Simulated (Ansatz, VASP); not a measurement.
**One calculation of LiCl, two programs**

Contents of INCAR:

```
SYSTEM = LiCl
PREC     = Accurate       ! precision mode
ENCUT    = 520            ! plane-wave cutoff, eV
EDIFF    = 1E-6           ! SCF threshold, eV
ISMEAR   = -1             ! smearing method
SIGMA    = 0.03           ! smearing width, eV
LREAL    = .False.        ! projectors in reciprocal space
LASPH    = .True.         ! aspherical terms in the spheres
NELM     = 60             ! most SCF steps
ALGO     = Normal         ! electronic algorithm
ISIF     = 2              ! what is computed and relaxed
LWAVE    = .False.        ! write WAVECAR
LCHARG   = .True.         ! write CHGCAR
GGA      = PE             ! functional
LELF     = .True.         ! ELF
LVHAR    = .True.       
NBANDS   = 12             ! bands
```

File KPOINTS:

```
Automatic mesh
0
Gamma
  9 9 9
  0 0 0
```

File POSCAR:

```
LiCl
1.0
    0.0000000000      2.5901553150      2.5901553150
    2.5901553150      0.0000000000      2.5901553150
    2.5901553150      2.5901553150      0.0000000000
Li Cl
1 1
Direct
    0.0000000000      0.0000000000      0.0000000000
    0.5000000000      0.5000000000      0.5000000000
```

Input for Ansatz:

```yaml
crystal:
  lattice:
    - [0.0, 2.590155315, 2.590155315]
    - [2.590155315, 0.0, 2.590155315]
    - [2.590155315, 2.590155315, 0.0]
  atoms:
    - { symbol: Li, position: [0.0, 0.0, 0.0] }
    - { symbol: Cl, position: [0.5, 0.5, 0.5] }
kpoints:
  mp_grid: { grid: [9, 9, 9] }
scf:
  occupations: { method: fermi_dirac, width: 0.03 }
hamiltonian:
  xc: pbe
  pseudopotentials: { kind: all_electron, lapw: { basis_error: 0.00025 } }
output:
  forces: true
  stress: true
  eigenvalues: true
```

Change from the starting cell: volume scaled by 1.03.

Alike in both runs: task single point; functional PBE; k mesh 9 × 9 × 9; occupations fermi-dirac, width 0.03 eV; no spin polarisation.

|  | VASP | Ansatz |
| --- | --- | --- |
| version | VASP 6.6.1 | Ansatz 0.2.0 |
| potentials or method | VASP PAW PBE potentials, release 64 (Li_sv, Cl), cutoff 520 eV | all-electron LAPW, scalar-relativistic |

|  | VASP | Ansatz | Ansatz less VASP |
| --- | --- | --- | --- |
| gap on the k mesh at the Fermi level (eV) | 6.17 | 6.16 | -0.014 |

Ansatz ran all-electron here, and VASP with PAW potentials.

Noted on VASP's run: the cutoff is short for stress, so the pressure is rough.
